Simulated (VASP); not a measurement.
Wanted: the native input for a VASP 6.6.1 run.

| Item | Value |
| --- | --- |
| Task | single point |
| Functional | PBE |
| Potentials or basis | VASP PAW PBE potentials, release 64 (Ta_pv, N) |
| Cutoff | 520 eV |
| k mesh | 18 × 18 × 10 |
| Occupations | gaussian, width 0.15 eV |
| Spin | no spin polarisation |
| Dipole correction | no |
| Further INCAR settings | ALGO = Normal; EDIFF = 1e-06; NBANDS = 24 |

The structure of TaN lies in POSCAR:

```
TaN
1.0
    3.0500010905      0.0000000000      0.0000000000
   -1.5250005453      2.6413784260      0.0000000000
    0.0000000000      0.0000000000      5.0388000000
Ta N
2 2
Direct
    0.3333333333      0.6666666667      0.0000000000
    0.6666666667      0.3333333333      0.5000000000
    0.3333333333      0.6666666667      0.3850000000
    0.6666666667      0.3333333333      0.8850000000
```

This cell differs from its parent crystal: strain +0.0200 x Voigt [0, 0, 1, 0, 0, 0].

One way to write it, as run:

INCAR

```
SYSTEM = TaN
PREC = Accurate
ENCUT = 520
EDIFF = 1E-6
ISMEAR = 0
SIGMA = 0.15
LREAL = .FALSE.
LASPH = .TRUE.
NELM = 100
ALGO = Normal
ISIF = 2
LWAVE = .FALSE.
LCHARG = .FALSE.
GGA = PE
NBANDS = 24
```

KPOINTS

```
regular mesh
0
G
  18 18 10
  0 0 0
```

Potentials or basis: VASP PAW PBE potentials, release 64 (Ta_pv, N).

The run is started by

```sh
$ cat potpaw_PBE.64/Ta_pv/POTCAR potpaw_PBE.64/N/POTCAR > POTCAR
$ mpirun -np 1 vasp_std > vasp.out
```

Results of the run:

The pressure is 127.4 GPa. The largest force is 3.263 eV/Å. The band gap on the k mesh is zero (band 16 reaches 10.76 eV, above the bottom of band 17 at 7.93 eV).

Caveat: the cell differs from its parent crystal (strain +0.0200 x Voigt [0, 0, 1, 0, 0, 0]); spin-orbit coupling is left out, which moves the levels of the heavy elements; forces of over 1 eV/Å act on the atoms, so gaps and moduli don't describe the material at rest.

Run time: 62 s on 1 thread of Intel(R) Xeon(R) Platinum 8559C (Emerald Rapids) (shared host), peak memory 0.3 GiB.
